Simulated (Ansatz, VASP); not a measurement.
## TiB2 in VASP and in Ansatz

File INCAR:

```
PREC = Accurate
ENCUT = 600
EDIFF = 1E-6
ISMEAR = 0
SIGMA = 0.1
LREAL = False
LASPH = True
NELM = 80
ALGO = Normal
ISIF = 3
LWAVE = False
LCHARG = False
IBRION = 2
NSW = 100
EDIFFG = -0.002
```

KPOINTS

```
regular mesh
0
Gamma
  15 15 12
```

POSCAR

```
TiB2
1.0
    2.9947159665      0.0000000029      0.0000000000
   -1.4973579857      2.5935001026      0.0000000000
    0.0000000000      0.0000000000      3.1567000230
Ti B
1 2
Direct
    0.0000000000      0.0000000000      0.0000000000
    0.3333333333      0.6666666667      0.5000000000
    0.6666666667      0.3333333333      0.5000000000
```

Input for Ansatz:

```yaml
crystal:
  lattice:
    - [2.9947159684, 2.9e-09, 0.0]
    - [-1.4973579867, 2.5935001043, 0.0]
    - [0.0, 0.0, 3.1567000252]
  atoms:
    - { symbol: Ti, position: [0.0, 0.0, 0.0] }
    - { symbol: B, position: [0.3333333333, 0.6666666667, 0.5] }
    - { symbol: B, position: [0.6666666667, 0.3333333333, 0.5] }
basis:
  ecutwfc: 600.0
kpoints:
  mp_grid: { grid: [15, 15, 12] }
hamiltonian:
  xc: lda
  pseudopotentials: { kind: paw, azcp: { folder: soft_1 } }
scf:
  occupations: { method: gaussian, width: 0.1 }
output:
  forces: true
  stress: true
  eigenvalues: true
  write_density: true
  write_potential: true
  elf: true
  volumetric_format: npy
relax:
  adjacent_minimum: "off"
  f_tol: 0.002
  max_steps: 80
  cell: { stress_tol: 0.02 }
```

Alike in both runs: task relaxation of cell and atoms; functional LDA; k mesh 15 × 15 × 12; occupations gaussian, width 0.1 eV; no spin polarisation.

|  | VASP | Ansatz |
| --- | --- | --- |
| version | VASP 6.6.1 | Ansatz 0.2.0 |
| potentials or method | VASP PAW LDA potentials, release 64 (Ti_sv, B), cutoff 600 eV | scalar-relativistic, plane waves, PAW |
| valence electrons in the cell | 18 | 18 |

Ansatz gave:

| Quantity | Value |
| --- | --- |
| gap on the k mesh at the Fermi level, each at its own relaxed structure (eV) | none |
| relaxed volume (Å³/atom) | 8.17 |
| relaxed cell length with the largest relative difference (Å) | 3.159 |

**Question.** Which values does VASP return?

**Answer.** gap on the k mesh at the Fermi level, each at its own relaxed structure (eV): none; relaxed volume (Å³/atom): 8.19; relaxed cell length with the largest relative difference (Å): 3.162.

Ansatz warns that its potentials were made for another functional, while VASP's fit it. LDA's correlation is that of Perdew and Zunger in VASP and of Perdew and Wang (1992) in Ansatz. A gap of «none» marks a metal or a gap that the smearing closes.
